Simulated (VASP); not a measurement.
Input of a VASP 6.6.1 run:

INCAR

```
SYSTEM = Zn3GeO
PREC     = Accurate       ! precision mode
ENCUT    = 520            ! plane-wave cutoff, eV
EDIFF    = 1E-6           ! SCF threshold, eV
ISMEAR   = 0              ! smearing method
SIGMA    = 0.1            ! smearing width, eV
LREAL    = .False.        ! projectors in reciprocal space
LASPH    = .True.         ! aspherical terms in the spheres
NELM     = 80             ! most SCF steps
ALGO     = Normal         ! electronic algorithm
ISIF     = 2              ! what is computed and relaxed
LWAVE    = .False.        ! write WAVECAR
LCHARG   = .False.        ! write CHGCAR
GGA      = PE             ! functional
NBANDS   = 36             ! bands
```

The input KPOINTS:

```
regular mesh
0
Gamma
  6 6 4
  0 0 0
```

POSCAR

```
Zn3GeO
1.0
    3.0606603780      0.0000000000      0.0000000000
    0.0000000000      3.0606603780      0.0000000000
    0.0000000000      0.0000000000      8.2082561028
Zn Ge O
3 1 1
Direct
    0.0000000000      0.0000000000      0.8096436787
    0.0000000000      0.0000000000      0.1903563213
    0.5000000000      0.5000000000      0.0000000000
    0.0000000000      0.0000000000      0.5000000000
    0.5000000000      0.5000000000      0.5000000000
```

Potentials or basis: VASP PAW PBE potentials, release 64 (Zn, Ge_d, O).

Launch:

```sh
$ cat potpaw_PBE.64/Zn/POTCAR potpaw_PBE.64/Ge_d/POTCAR potpaw_PBE.64/O/POTCAR > POTCAR
$ mpirun -np 1 vasp_std > vasp.out
```

Question: What does it give for the pressure?

Answer: 0.2 GPa.

Question: Predict the largest force.

Answer: 0.005 eV/Å.

Question: Predict the band gap on the k mesh.

Answer: Zero (band 28 reaches 4.54 eV, above the bottom of band 29 at 1.98 eV).

Stress tensor (GPa, compression positive):
```
0.18 0.00 0.00
0.00 0.18 0.00
0.00 0.00 0.29
```
